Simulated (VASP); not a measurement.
# CdS (F-43m) in VASP: settings compared

The runs below take CdS through single point, relaxation of cell and atoms, with HSE06, PBE0, r2SCAN, PBEsol-based screened hybrid with 25 % exact exchange.

Program: VASP 6.6.1. These are calculated values, not measurements. Logs are shortened: lines on timing, memory, paths and dates and some standing lists are left out, and cuts for length are marked.

**1. The cell of the first run**

The structure is cubic, space group F-43m (No. 216). The conventional cell has a = 5.833 Å, b = 5.833 Å, c = 5.833 Å, α = 90.00°, β = 90.00°, γ = 90.00°. Within 3.3 Å of Cd (site symmetry -43m) lie 4 S at 2.53 Å. S (site symmetry -43m) has 4 Cd at 2.53 Å within 3.3 Å.

**2. Single point, HSE06, spin-orbit coupling, no magnetisation**

Contents of POSCAR:

```
CdS
1.0
    0.0000000000      2.9165000000      2.9165000000
    2.9165000000      0.0000000000      2.9165000000
    2.9165000000      2.9165000000      0.0000000000
Cd S
1 1
Direct
    0.0000000000      0.0000000000      0.0000000000
    0.7500000000      0.7500000000      0.7500000000
```

Contents of INCAR.step1:

```
SYSTEM = CdS
PREC = Accurate
ENCUT = 520
EDIFF = 1E-5
ISMEAR = 0
SIGMA = 0.02
LREAL = .FALSE.
LASPH = .TRUE.
NELM = 100
ALGO = Normal
ISIF = 2
LWAVE = .TRUE.
LCHARG = .FALSE.
LNONCOLLINEAR = .TRUE.
MAGMOM = 0 0 0 0 0 0
LORBIT = 11
LSORBIT = .TRUE.
GGA_COMPAT = .FALSE.
NBANDS = 30
GGA = PE
KPAR = 4
```

Contents of INCAR.step2:

```
SYSTEM = CdS
PREC = Accurate
ENCUT = 520
EDIFF = 1E-7
ISMEAR = 0
SIGMA = 0.02
LREAL = .FALSE.
LASPH = .TRUE.
NELM = 100
ALGO = Normal
ISIF = 2
LWAVE = .FALSE.
LCHARG = .FALSE.
LNONCOLLINEAR = .TRUE.
MAGMOM = 0 0 0 0 0 0
LORBIT = 11
LSORBIT = .TRUE.
GGA_COMPAT = .FALSE.
GGA = PE
LHFCALC = .TRUE.
HFSCREEN = 0.2
PRECFOCK = Fast
NBANDS = 30
ISTART = 1
KPAR = 4
```

Contents of KPOINTS:

```
Automatic mesh
0
G
  6 6 6
  0 0 0
```

Potentials or basis: VASP PAW PBE potentials, release 64 (Cd, S).

Command:

```
> cat potpaw_PBE.64/Cd/POTCAR potpaw_PBE.64/S/POTCAR > POTCAR
> cp INCAR.step1 INCAR
> mpirun -np 4 vasp_ncl > vasp.out
> cp INCAR.step2 INCAR
> mpirun -np 4 vasp_ncl > vasp.out
```

OUTCAR:

```text
SYSTEM = CdS
   PREC = Accurate
   ENCUT = 520
   EDIFF = 1E-7
   ISMEAR = 0
   LREAL = .FALSE.
   LASPH = .TRUE.
   NELM = 100
   ISIF = 2
   LNONCOLLINEAR = .TRUE.
   LORBIT = 11
   LSORBIT = .TRUE.
   GGA = PE
   LHFCALC = .TRUE.
   HFSCREEN = 0.2
   PRECFOCK = Fast
   ISTART = 1

 ion  position               nearest neighbor table
   1  0.000  0.000  0.000-   2 2.53   2 2.53   2 2.53   2 2.53
   2  0.750  0.750  0.750-   1 2.53   1 2.53   1 2.53   1 2.53

  LATTYP: Found a face centered cubic cell.
 ALAT       =     5.8330000000

  Lattice vectors:

 A1 = (   0.0000000000,   2.9165000000,   2.9165000000)
 A2 = (   2.9165000000,   0.0000000000,   2.9165000000)
 A3 = (   2.9165000000,   2.9165000000,   0.0000000000)

Analysis of symmetry for initial positions (statically):
=====================================================================
 Subroutine PRICEL returns:
 Original cell was already a primitive cell.

 Routine SETGRP: Setting up the symmetry group for a
 face centered cubic supercell.

 Subroutine GETGRP returns: Found 24 space group operations
 (whereof 24 operations were pure point group operations)
 out of a pool of 48 trial point group operations.

The static configuration has the point symmetry T_d .

Analysis of symmetry for dynamics (positions and initial velocities):
=====================================================================
 Subroutine PRICEL returns:
 Original cell was already a primitive cell.

 Routine SETGRP: Setting up the symmetry group for a
 face centered cubic supercell.

 Subroutine GETGRP returns: Found 24 space group operations
 (whereof 24 operations were pure point group operations)
 out of a pool of 48 trial point group operations.

The dynamic configuration has the point symmetry T_d .

Analysis of structural, dynamic, and magnetic symmetry:
=====================================================================
 Subroutine PRICEL returns:
 Original cell was already a primitive cell.

 Routine SETGRP: Setting up the symmetry group for a
 face centered cubic supercell.

 Subroutine GETGRP returns: Found 24 space group operations
 (whereof 24 operations were pure point group operations)
 out of a pool of 48 trial point group operations.

The overall configuration has the point symmetry T_d .

 Subroutine INISYM returns: Found 24 space group operations
 (whereof 24 operations are pure point group operations),
 and found     1 'primitive' translations

----------------------------------------------------------------------------------------

                                     Primitive cell

  volume of cell :      49.6153

  direct lattice vectors                    reciprocal lattice vectors
     0.000000000  2.916500000  2.916500000    -0.171438368  0.171438368  0.171438368
     2.916500000  0.000000000  2.916500000     0.171438368 -0.171438368  0.171438368
     2.916500000  2.916500000  0.000000000     0.171438368  0.171438368 -0.171438368

  length of vectors
     4.124553855  4.124553855  4.124553855     0.296939964  0.296939964  0.296939964

  position of ions in fractional coordinates (direct lattice)
     0.000000000  0.000000000  0.000000000
     0.750000000  0.750000000  0.750000000

  ion indices of the primitive-cell ions
   primitive index   ion index
                 1           1
                 2           2

----------------------------------------------------------------------------------------

 KPOINTS: Automatic mesh

Automatic generation of k-mesh.
 Grid dimensions read from file:
 generate k-points for:    6    6    6

 Generating k-lattice:

  Cartesian coordinates                     Fractional coordinates (reciprocal lattice)
    -0.028573061  0.028573061  0.028573061     0.166666667  0.000000000  0.000000000
     0.028573061 -0.028573061  0.028573061     0.000000000  0.166666667  0.000000000
     0.028573061  0.028573061 -0.028573061     0.000000000  0.000000000  0.166666667

  Length of vectors
     0.049489994  0.049489994  0.049489994

  Shift w.r.t. Gamma in fractional coordinates (k-lattice)
     0.000000000  0.000000000  0.000000000

[... 40 lines left out ...]
   ICHARG =      0    charge: 1-file 2-atom 10-const
   ISPIN  =      1    spin polarized calculation?
   LNONCOLLINEAR =      T non collinear calculations
   LSORBIT =      T    spin-orbit coupling
   LASPH  =      T    aspherical Exc in radial PAW
   ENCUT  =  520.0 eV  38.22 Ry    6.18 a.u.   7.67  7.67  7.67*2*pi/ulx,y,z
   NELM   =    100;   NELMIN=  2; NELMDL=  0     # of ELM steps
   EDIFF  = 0.1E-06   stopping-criterion for ELM
   LREAL  =      F    real-space projection
   EDIFFG = 0.1E-05   stopping-criterion for IOM
   NSW    =      0    number of steps for IOM
   IBRION =     -1    ionic relax: 0-MD 1-quasi-New 2-CG
   NFREE  =      0    steps in history (QN), initial steepest desc. (CG)
   ISIF   =      2    stress and relaxation
   ISYM   =      3    0-nonsym 1-usesym 2-fastsym
   POTIM  = 0.5000    time-step for ionic-motion
   TEBEG  =    0.0;   TEEND  =   0.0 temperature during run
   PSTRESS=    0.0 pullay stress
   NELECT =      18.0000    total number of electrons
   NUPDOWN=      -1.0000    fix difference up-down
   EMIN   =  10.00;   EMAX   =-10.00  energy-range for DOS
   EFERMI =   0.00;   METHOD = LEGACY
   ISMEAR =     0;   SIGMA  =   0.02  broadening in eV -4-tet -1-fermi 0-gaus
   EFERMI_NEDOS =   21; number of points for ismear=-14 and -15
   IALGO  =     38    algorithm
   IMIX   =      1    mixing-type and parameters
     AMIX     =   0.40;   BMIX     =  1.00
     AMIX_MAG =   1.60;   BMIX_MAG =  1.00
  volume/ion in A,a.u.               =      24.81       167.41
  Fermi-wavevector in a.u.,A,eV,Ry     =   1.167599  2.206442 18.548649  1.363287
  Thomas-Fermi vector in A             =   2.304097
   LORBIT       =     11    0 simple, 1 ext, 2 COOP (PROOUT), +10 PAW based schemes
   GGA     = PE    functional components
   LHFCALC =     T    Hartree Fock is set to
   PRECFOCK=fast      Normal, Fast or Accurate (Low or Medium for compatibility)
   ENCUT4O =  -1.0   cutoff for four orbital integrals eV
   NKREDX  =     1    reduce k-point grid by
   NKREDY  =     1    reduce k-point grid by
   NKREDZ  =     1    reduce k-point grid by
   AEXX    =    0.2500 exact exchange contribution
   HFSCREEN=    0.2000 screening length (either q_TF or 0.3 A-1)
   HFSCREENC=   0.2000 screening length for correlation (either q_TF or 0.3 A-1)
   ENCUTFOCK=  -1.0 apply spherical cutoff to Coloumb kernel
   IVDW    =     0    specifies the selected vdW correction
   LEPSILON=     F    determine dielectric tensor
   LRPA    =     F    only Hartree local field effects (RPA)
 Gauss-broadening in eV      SIGMA  =   0.02
  energy-cutoff  :      520.00
  volume of cell :       49.62
 maximum number of plane-waves:      2726
 NGX is ok and might be reduce to    32
  NGX = 18; NGY = 18; NGZ = 18

 number of electron      18.0000004 magnetization      -0.0000001     -0.0000000     -0.0000000

 number of electron      18.0000004 magnetization      -0.0000000     -0.0000000      0.0000000

 number of electron      18.0000004 magnetization      -0.0000000      0.0000000      0.0000000

 Free energy of the ion-electron system (eV)
  ---------------------------------------------------
  ext. energy  EPLUGINS =         0.00000000
  ---------------------------------------------------
  free energy    TOTEN  =        -7.65923186 eV

  energy without entropy =       -7.65923186  energy(sigma->0) =       -7.65923186

 E-fermi :   0.8359     XC(G=0):  -7.5795

 val. band max:        0.6735676169   @ k =   0.0000   0.0000   0.0000
 cond. band min:       2.8404238578   @ k =   0.0000   0.0000   0.0000
 fundamental gap:      2.1668562409
 Fermi energy:         0.8358532000

 k-point     1 :       0.0000    0.0000    0.0000
  band No.  band energies     occupation
      1     -12.9156      1.00000
      2     -12.9156      1.00000
      3      -8.4875      1.00000
      4      -8.4875      1.00000
      5      -8.4875      1.00000
      6      -8.4875      1.00000
[... 715 lines left out ...]
     29      15.3610      0.00000
     30      15.3917      0.00000

------------------------ aborting loop because EDIFF is reached ----------------------------------------

  FORCE on cell =-STRESS in cart. coord.  units (eV):
  Direction    XX          YY          ZZ          XY          YZ          ZX
  --------------------------------------------------------------------------------------
  -------------------------------------------------------------------------------------
  Total        0.6176073      0.6176073      0.6176073      0.0000000      0.0000000      0.0000000
  in kB       19.9437617     19.9437617     19.9437617      0.0000000      0.0000000      0.0000000
  external PRESSURE =      19.9437617 kB  Pullay stress =       0.0000000 kB

 VOLUME and BASIS-vectors are now :
 -----------------------------------------------------------------------------
  energy-cutoff  :      520.00
  volume of cell :       49.62
      direct lattice vectors                 reciprocal lattice vectors
     0.000000000  2.916500000  2.916500000    -0.171438368  0.171438368  0.171438368
     2.916500000  0.000000000  2.916500000     0.171438368 -0.171438368  0.171438368
     2.916500000  2.916500000  0.000000000     0.171438368  0.171438368 -0.171438368

 POSITION                                       TOTAL-FORCE (eV/Angst)
 -----------------------------------------------------------------------------------
      0.00000      0.00000      0.00000        -0.000000     -0.000000     -0.000000
      4.37475      4.37475      4.37475         0.000000      0.000000      0.000000
 -----------------------------------------------------------------------------------
    total drift:                               -0.000001     -0.000000     -0.000000

  FREE ENERGIE OF THE ION-ELECTRON SYSTEM (eV)
  ---------------------------------------------------
  free  energy   TOTEN  =        -7.6592318556 eV

  energy  without entropy=       -7.6592318556  energy(sigma->0) =       -7.65923186

 Spin-Orbit-Coupling matrix elements

 Ion:    1  E_soc:     -0.0542715
 l=   1
     0.0000000    -0.0022270    -0.0022270
    -0.0022270     0.0000000    -0.0022270
    -0.0022270    -0.0022270     0.0000000
 l=   2
     0.0000000    -0.0013935     0.0000000    -0.0013935    -0.0054248
    -0.0013935     0.0000000    -0.0040686    -0.0013935    -0.0013562
     0.0000000    -0.0040686     0.0000000    -0.0040686     0.0000000
    -0.0013935    -0.0013935    -0.0040686     0.0000000    -0.0013562
    -0.0054248    -0.0013562     0.0000000    -0.0013562     0.0000000
 l=   3
     0.0000000     0.0000000     0.0000000     0.0000000     0.0000000     0.0000000     0.0000000
     0.0000000     0.0000000     0.0000000     0.0000000     0.0000000     0.0000000     0.0000000
     0.0000000     0.0000000     0.0000000     0.0000000     0.0000000     0.0000000     0.0000000
     0.0000000     0.0000000     0.0000000     0.0000000     0.0000000     0.0000000     0.0000000
     0.0000000     0.0000000     0.0000000     0.0000000     0.0000000     0.0000000     0.0000000
     0.0000000     0.0000000     0.0000000     0.0000000     0.0000000     0.0000000     0.0000000
     0.0000000     0.0000000     0.0000000     0.0000000     0.0000000     0.0000000     0.0000000

 Ion:    2  E_soc:     -0.0020256
 l=   1
     0.0000000    -0.0003376    -0.0003376
    -0.0003376     0.0000000    -0.0003376
    -0.0003376    -0.0003376     0.0000000
 l=   2
     0.0000000     0.0000000     0.0000000     0.0000000     0.0000000
     0.0000000     0.0000000     0.0000000     0.0000000     0.0000000
     0.0000000     0.0000000     0.0000000     0.0000000     0.0000000
     0.0000000     0.0000000     0.0000000     0.0000000     0.0000000
     0.0000000     0.0000000     0.0000000     0.0000000     0.0000000
 l=   3
     0.0000000     0.0000000     0.0000000     0.0000000     0.0000000     0.0000000     0.0000000
     0.0000000     0.0000000     0.0000000     0.0000000     0.0000000     0.0000000     0.0000000
     0.0000000     0.0000000     0.0000000     0.0000000     0.0000000     0.0000000     0.0000000
     0.0000000     0.0000000     0.0000000     0.0000000     0.0000000     0.0000000     0.0000000
     0.0000000     0.0000000     0.0000000     0.0000000     0.0000000     0.0000000     0.0000000
     0.0000000     0.0000000     0.0000000     0.0000000     0.0000000     0.0000000     0.0000000
     0.0000000     0.0000000     0.0000000     0.0000000     0.0000000     0.0000000     0.0000000

 total charge

# of ion       s       p       d       tot
------------------------------------------
    1        0.401   0.325   9.607  10.333
    2        1.312   2.433   0.000   3.746
--------------------------------------------------
tot          1.713   2.759   9.607  14.079

 magnetization (x)

# of ion       s       p       d       tot
------------------------------------------
    1        0.000   0.000  -0.000  -0.000
    2        0.000   0.000   0.000   0.000
--------------------------------------------------
tot          0.000   0.000  -0.000   0.000

 magnetization (y)

# of ion       s       p       d       tot
------------------------------------------
    1        0.000   0.000   0.000   0.000
    2        0.000   0.000   0.000   0.000
--------------------------------------------------
tot          0.000   0.000   0.000   0.000

 magnetization (z)

# of ion       s       p       d       tot
------------------------------------------
    1       -0.000   0.000  -0.000  -0.000
    2        0.000   0.000   0.000   0.000
--------------------------------------------------
tot          0.000   0.000  -0.000   0.000
```

It took 40 min on 4 MPI ranks of Intel Xeon Platinum 8488C (Sapphire Rapids), shared host; peak memory 0.45 GiB.

What came out:

- Free energy: -7.6592 eV
- Pressure: 2.0 GPa
- Valence electrons inside the program's atomic spheres: Cd 10.33; S 3.75

Caveat: the PAW data sets were made with another functional, which shifts forces and pressure a little.

**3. Single point, HSE06**

POSCAR is that of step 2.

Contents of INCAR.step1:

```
SYSTEM = CdS
PREC = Accurate
ENCUT = 520
EDIFF = 1E-5
ISMEAR = -1
SIGMA = 0.05
LREAL = .False.
LASPH = .True.
NELM = 80
ALGO = Normal
ISIF = 2
LWAVE = .True.
LCHARG = .False.
NBANDS = 16
GGA = PE
```

Contents of INCAR.step2:

```
SYSTEM = CdS
PREC = Accurate
ENCUT = 520
EDIFF = 1E-6
ISMEAR = -1
SIGMA = 0.05
LREAL = .False.
LASPH = .True.
NELM = 80
ALGO = Normal
ISIF = 2
LWAVE = .False.
LCHARG = .False.
GGA = PE
LHFCALC = .True.
HFSCREEN = 0.2079
PRECFOCK = Normal
NBANDS = 16
ISTART = 1
```

Contents of KPOINTS:

```
Automatic mesh
0
Gamma
  4 4 4
  0 0 0
```

Potentials or basis: VASP PAW PBE potentials, release 64 (Cd, S).

Command:

```
> cat potpaw_PBE.64/Cd/POTCAR potpaw_PBE.64/S/POTCAR > POTCAR
> cp INCAR.step1 INCAR
> mpirun -np 1 vasp_std > vasp.out
> cp INCAR.step2 INCAR
> mpirun -np 1 vasp_std > vasp.out
```

It took 6 min on 1 thread of Intel Xeon Platinum 8488C (Sapphire Rapids), shared host; peak memory 0.28 GiB.

The run converged. Its results:

```
Free energy            : -7.5865 eV
Pressure               : 2.2 GPa
Band gap on the k mesh : 2.18 eV
```

Levels at points of the mesh, in eV from the valence-band top:
```
           k point  band 6  band 7  band 8  band 9  band 10  band 11  band 12  band 13
(0.00, 0.00, 0.00)   -8.38    0.00    0.00    0.00     2.18     7.71     7.71     7.71
(0.50, 0.00, 0.00)   -7.96   -4.69   -0.80   -0.80     4.11     8.15     8.15     8.69
(0.50, 0.50, 0.00)   -7.87   -4.22   -2.01   -2.01     4.45     5.47    10.56    12.28
```

Caveat: the k points lie up to 0.47 Å⁻¹ apart; the PAW data sets were made with another functional, which shifts forces and pressure a little.

**4. Single point, PBE0**

POSCAR is that of step 3.

Contents of INCAR.step1:

```
ALGO     = Normal         # electronic algorithm
EDIFF    = 1E-5           # SCF threshold, eV
ENCUT    = 520            # plane-wave cutoff, eV
GGA      = PE             # functional
ISIF     = 2              # what is computed and relaxed
ISMEAR   = -1             # smearing method
LASPH    = T              # aspherical terms in the spheres
LCHARG   = F              # write CHGCAR
LREAL    = F              # projectors in reciprocal space
LWAVE    = T              # write WAVECAR
NBANDS   = 16             # bands
NELM     = 60             # most SCF steps
PREC     = Accurate       # precision mode
SIGMA    = 0.05           # smearing width, eV
```

Contents of INCAR.step2:

```
AEXX     = 0.25           # exact-exchange fraction
ALGO     = Normal         # electronic algorithm
EDIFF    = 1E-6           # SCF threshold, eV
ENCUT    = 520            # plane-wave cutoff, eV
GGA      = PE             # functional
ISIF     = 2              # what is computed and relaxed
ISMEAR   = -1             # smearing method
ISTART   = 1            
LASPH    = T              # aspherical terms in the spheres
LCHARG   = F              # write CHGCAR
LHFCALC  = T              # exact exchange
LREAL    = F              # projectors in reciprocal space
LWAVE    = F              # write WAVECAR
NBANDS   = 16             # bands
NELM     = 60             # most SCF steps
PREC     = Accurate       # precision mode
PRECFOCK = Normal       
SIGMA    = 0.05           # smearing width, eV
```

Contents of KPOINTS:

```
k-points
0
Gamma
  4 4 4
```

Command:

```
> cat potpaw_PBE.64/Cd/POTCAR potpaw_PBE.64/S/POTCAR > POTCAR
> cp INCAR.step1 INCAR
> mpirun -np 1 vasp_std > vasp.out
> cp INCAR.step2 INCAR
> mpirun -np 1 vasp_std > vasp.out
```

It took 6.2 min on 1 thread of Intel Xeon Platinum 8488C (Sapphire Rapids), shared host; peak memory 0.18 GiB.

Results (log left out):

| Item | Value |
| --- | --- |
| Free energy | -8.1814 eV |
| Pressure | 1.9 GPa |
| Band gap on the k mesh | 2.90 eV |

Levels at points of the mesh, in eV from the valence-band top:
| k point | band 7 | band 8 | band 9 | band 10 | band 11 | band 12 |
| --- | --- | --- | --- | --- | --- | --- |
| (0.00, 0.00, 0.00) | 0.00 | 0.00 | 0.00 | 2.90 | 8.46 | 8.46 |
| (0.50, 0.00, 0.00) | -4.74 | -0.81 | -0.81 | 4.85 | 8.91 | 8.91 |
| (0.50, 0.50, 0.00) | -4.26 | -2.03 | -2.03 | 5.17 | 6.22 | 11.31 |

Caveat: the k points lie up to 0.47 Å⁻¹ apart; the PAW data sets were made with another functional, which shifts forces and pressure a little.

(Part 1 of 2 ends here.)
